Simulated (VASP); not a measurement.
# MgO (m) (I4/mmm) in VASP: further runs, part 2 of 3

VASP 6.6.1. Earlier steps stand in the parts before.

## (3) Single point, PBE

This run uses another cell than the first one, of 9.35 Å³/atom, 0.989 times its volume.

INCAR

```
PREC = Accurate
ENCUT = 600
EDIFF = 1E-6
ISMEAR = 0
SIGMA = 0.02
LREAL = False
LASPH = True
NELM = 120
ALGO = Normal
ISIF = 2
LWAVE = False
LCHARG = False
GGA = PE
NBANDS = 16
GGA_COMPAT = False
```

KPOINTS

```
regular mesh
0
Gamma
  8 8 6
```

POSCAR

```
MgO
1.0
    2.9422714537      0.0000000000      0.0000000000
    0.0000000000      2.9422714537      0.0000000000
    0.0000000000      0.0000000000      4.3207801591
Mg O
2 2
Direct
    0.0000000000      0.0000000000      0.0000000000
    0.5000000000      0.5000000000      0.5000000000
    0.5000000000      0.5000000000      0.0000000000
    0.0000000000      0.0000000000      0.5000000000
```

Potentials or basis: VASP PAW PBE potentials, release 64 (Mg, O).

Started as:

```
> cat potpaw_PBE.64/Mg/POTCAR potpaw_PBE.64/O/POTCAR > POTCAR
> mpirun -np 1 vasp_std > vasp.out
```

OUTCAR:

```text
PREC = Accurate
   ENCUT = 600
   EDIFF = 1E-6
   ISMEAR = 0
   LREAL = False
   LASPH = True
   NELM = 120
   ISIF = 2
   GGA = PE

 ion  position               nearest neighbor table
   1  0.000  0.000  0.000-   3 2.08   3 2.08   3 2.08   3 2.08   4 2.16   4 2.16   2 3.00   2 3.00
                             2 3.00   2 3.00   2 3.00   2 3.00   2 3.00   2 3.00
   2  0.500  0.500  0.500-   4 2.08   4 2.08   4 2.08   4 2.08   3 2.16   3 2.16   1 3.00   1 3.00
                             1 3.00   1 3.00   1 3.00   1 3.00   1 3.00   1 3.00
   3  0.500  0.500  0.000-   1 2.08   1 2.08   1 2.08   1 2.08   2 2.16   2 2.16
   4  0.000  0.000  0.500-   2 2.08   2 2.08   2 2.08   2 2.08   1 2.16   1 2.16

  LATTYP: Found a simple tetragonal cell.
 ALAT       =     2.9422714537
 C/A-ratio  =     1.4685185331

  Lattice vectors:

 A1 = (   2.9422714537,   0.0000000000,   0.0000000000)
 A2 = (   0.0000000000,   2.9422714537,   0.0000000000)
 A3 = (   0.0000000000,   0.0000000000,   4.3207801591)

Analysis of symmetry for initial positions (statically):
=====================================================================
 Subroutine PRICEL returns following result:

  LATTYP: Found a body centered tetragonal cell.
 ALAT       =     2.9422714537
 C/A-ratio  =     1.4685185331

  Lattice vectors:

 A1 = (   1.4711357269,  -1.4711357269,  -2.1603900795)
 A2 = (  -1.4711357269,   1.4711357269,  -2.1603900795)
 A3 = (   1.4711357269,   1.4711357269,   2.1603900795)

   2 primitive cells build up your supercell.

 Routine SETGRP: Setting up the symmetry group for a
 simple tetragonal supercell.

 Subroutine GETGRP returns: Found 16 space group operations
 (whereof 16 operations were pure point group operations)
 out of a pool of 16 trial point group operations.

The static configuration has the point symmetry D_4h.

Analysis of symmetry for dynamics (positions and initial velocities):
=====================================================================
 Subroutine PRICEL returns following result:

  LATTYP: Found a body centered tetragonal cell.
 ALAT       =     2.9422714537
 C/A-ratio  =     1.4685185331

  Lattice vectors:

 A1 = (   1.4711357269,  -1.4711357269,  -2.1603900795)
 A2 = (  -1.4711357269,   1.4711357269,  -2.1603900795)
 A3 = (   1.4711357269,   1.4711357269,   2.1603900795)

   2 primitive cells build up your supercell.

 Routine SETGRP: Setting up the symmetry group for a
 simple tetragonal supercell.

 Subroutine GETGRP returns: Found 16 space group operations
 (whereof 16 operations were pure point group operations)
 out of a pool of 16 trial point group operations.

The dynamic configuration has the point symmetry D_4h.

 Subroutine INISYM returns: Found 16 space group operations
 (whereof 16 operations are pure point group operations),
 and found     2 'primitive' translations

----------------------------------------------------------------------------------------

                                     Primitive cell

  volume of cell :      18.7024

  direct lattice vectors                    reciprocal lattice vectors
[... 33 lines left out ...]

  Shift w.r.t. Gamma in fractional coordinates (k-lattice)
     0.000000000  0.000000000  0.000000000

 Subroutine IBZKPT returns following result:
 ===========================================

 Found     60 irreducible k-points:

 Following reciprocal coordinates:
            Coordinates               Weight
  0.000000  0.000000  0.000000      1.000000
  0.125000  0.000000  0.000000      4.000000
  0.250000  0.000000  0.000000      4.000000
  0.375000  0.000000  0.000000      4.000000
  0.500000  0.000000  0.000000      2.000000
  0.125000  0.125000  0.000000      4.000000
[... 16 lines left out ...]
  0.375000  0.125000  0.166667     16.000000
  0.500000  0.125000  0.166667      8.000000
 [... further k-points ...]
   k-points           NKPTS =     60   k-points in BZ     NKDIM =     60   number of bands    NBANDS=     16
   number of dos      NEDOS =    301   number of ions     NIONS =      4
   total plane-waves  NPLWV =  20736
   dimension x,y,z NGX =    24 NGY =   24 NGZ =   36
   dimension x,y,z NGXF=    48 NGYF=   48 NGZF=   72
   ions per type =               2   2
   NGX,Y,Z   is equivalent  to a cutoff of  13.56, 13.56, 13.85 a.u.
   NGXF,Y,Z  is equivalent  to a cutoff of  27.12, 27.12, 27.70 a.u.
 SYSTEM =  unknown system
   PREC   = accura    normal or accurate (medium, high low for compatibility)
   ISTART =      0    job   : 0-new  1-cont  2-samecut
   ICHARG =      2    charge: 1-file 2-atom 10-const
   ISPIN  =      1    spin polarized calculation?
   LNONCOLLINEAR =      F non collinear calculations
   LSORBIT =      F    spin-orbit coupling
   LASPH  =      T    aspherical Exc in radial PAW
   ENCUT  =  600.0 eV  44.10 Ry    6.64 a.u.   5.88  5.88  8.63*2*pi/ulx,y,z
   NELM   =    120;   NELMIN=  2; NELMDL= -5     # of ELM steps
   EDIFF  = 0.1E-05   stopping-criterion for ELM
   LREAL  =      F    real-space projection
   EDIFFG = 0.1E-04   stopping-criterion for IOM
   NSW    =      0    number of steps for IOM
   IBRION =     -1    ionic relax: 0-MD 1-quasi-New 2-CG
   NFREE  =      0    steps in history (QN), initial steepest desc. (CG)
   ISIF   =      2    stress and relaxation
   ISYM   =      2    0-nonsym 1-usesym 2-fastsym
   POTIM  = 0.5000    time-step for ionic-motion
   TEBEG  =    0.0;   TEEND  =   0.0 temperature during run
   PSTRESS=    0.0 pullay stress
   NELECT =      16.0000    total number of electrons
   NUPDOWN=      -1.0000    fix difference up-down
   EMIN   =  10.00;   EMAX   =-10.00  energy-range for DOS
   EFERMI =   0.00;   METHOD = LEGACY
   ISMEAR =     0;   SIGMA  =   0.02  broadening in eV -4-tet -1-fermi 0-gaus
   EFERMI_NEDOS =   21; number of points for ismear=-14 and -15
   IALGO  =     38    algorithm
   IMIX   =      4    mixing-type and parameters
     AMIX     =   0.40;   BMIX     =  1.00
     AMIX_MAG =   1.60;   BMIX_MAG =  1.00
  volume/ion in A,a.u.               =       9.35        63.11
  Fermi-wavevector in a.u.,A,eV,Ry     =   1.233499  2.330976 20.701547  1.521521
  Thomas-Fermi vector in A             =   2.368227
   LORBIT       =      0    0 simple, 1 ext, 2 COOP (PROOUT), +10 PAW based schemes
   GGA     = PE    functional components
   LHFCALC =     F    Hartree Fock is set to
   AEXX    =    0.0000 exact exchange contribution
   IVDW    =     0    specifies the selected vdW correction
   LEPSILON=     F    determine dielectric tensor
   LRPA    =     F    only Hartree local field effects (RPA)
 non-spin polarized calculation
 Gauss-broadening in eV      SIGMA  =   0.02
  energy-cutoff  :      600.00
  volume of cell :       37.40
 maximum number of plane-waves:      1272
 NGX is ok and might be reduce to    24
   NGX = 11   NGY = 11   NGZ = 17

 number of electron      15.9999987 magnetization

 Free energy of the ion-electron system (eV)
  ---------------------------------------------------
  ext. energy  EPLUGINS =         0.00000000
  ---------------------------------------------------
  free energy    TOTEN  =       -23.79646712 eV

  energy without entropy =      -23.79646712  energy(sigma->0) =      -23.79646712

 E-fermi :   3.3897     XC(G=0): -11.0709

 val. band max:        3.2228732879   @ k =   0.0000   0.0000   0.0000
 cond. band min:       7.8822525622   @ k =   0.0000   0.0000   0.0000
 fundamental gap:      4.6593792744
 Fermi energy:         3.3897054081

 k-point     1 :       0.0000    0.0000    0.0000
  band No.  band energies     occupation
      1     -14.0843      2.00000
      2     -12.6186      2.00000
      3      -0.9882      2.00000
      4       1.9343      2.00000
      5       1.9343      2.00000
      6       3.1484      2.00000
[... 433 lines left out ...]
      3      -0.6875      2.00000
      4      -0.6875      2.00000
      5       1.5709      2.00000
      6       1.5709      2.00000
[... 8 lines left out ...]
     15      20.4458      0.00000
     16      20.4458      0.00000

 [... further k-points ...]
[... 5 lines left out ...]
  --------------------------------------------------------------------------------------
  -------------------------------------------------------------------------------------
  Total        1.5052218      1.5052218     -0.2415076      0.0000000      0.0000000      0.0000000
  in kB       64.4738259     64.4738259    -10.3446007      0.0000000      0.0000000      0.0000000
  external PRESSURE =      39.5343503 kB  Pullay stress =       0.0000000 kB

 VOLUME and BASIS-vectors are now :
 -----------------------------------------------------------------------------
  energy-cutoff  :      600.00
  volume of cell :       37.40
      direct lattice vectors                 reciprocal lattice vectors
     2.942271454  0.000000000  0.000000000     0.339873467  0.000000000  0.000000000
     0.000000000  2.942271454  0.000000000     0.000000000  0.339873467  0.000000000
     0.000000000  0.000000000  4.320780159     0.000000000  0.000000000  0.231439685

 POSITION                                       TOTAL-FORCE (eV/Angst)
 -----------------------------------------------------------------------------------
      0.00000      0.00000      0.00000        -0.000000     -0.000000      0.000000
      1.47114      1.47114      2.16039         0.000000      0.000000     -0.000000
      1.47114      1.47114      0.00000         0.000000     -0.000000      0.000000
      0.00000      0.00000      2.16039        -0.000000     -0.000000      0.000000
 -----------------------------------------------------------------------------------
    total drift:                                0.000000     -0.000000     -0.000000

  FREE ENERGIE OF THE ION-ELECTRON SYSTEM (eV)
  ---------------------------------------------------
  free  energy   TOTEN  =       -23.7964671171 eV

  energy  without entropy=      -23.7964671171  energy(sigma->0) =      -23.79646712
```

stdout:

```text
POSCAR found type information on POSCAR MgO
 POSCAR found :  2 types and       4 ions
 scaLAPACK will be used
 LDA part: xc-table for (Slater+PW92), standard interpolation
 POSCAR, INCAR and KPOINTS ok, starting setup
 FFT: planning ... GRIDC
 FFT: planning ... GRID_SOFT
 FFT: planning ... GRID
 WAVECAR not read
 entering main loop
```

Run time: 28 s. Hardware: 1 thread of AMD EPYC 7R43 (Zen 3), shared host; peak memory 0.14 GiB.

What came out:

* Free energy: -23.7965 eV
* Pressure: 4.0 GPa
* Band gap on the k mesh: 4.66 eV

[end of part 2 of 3]
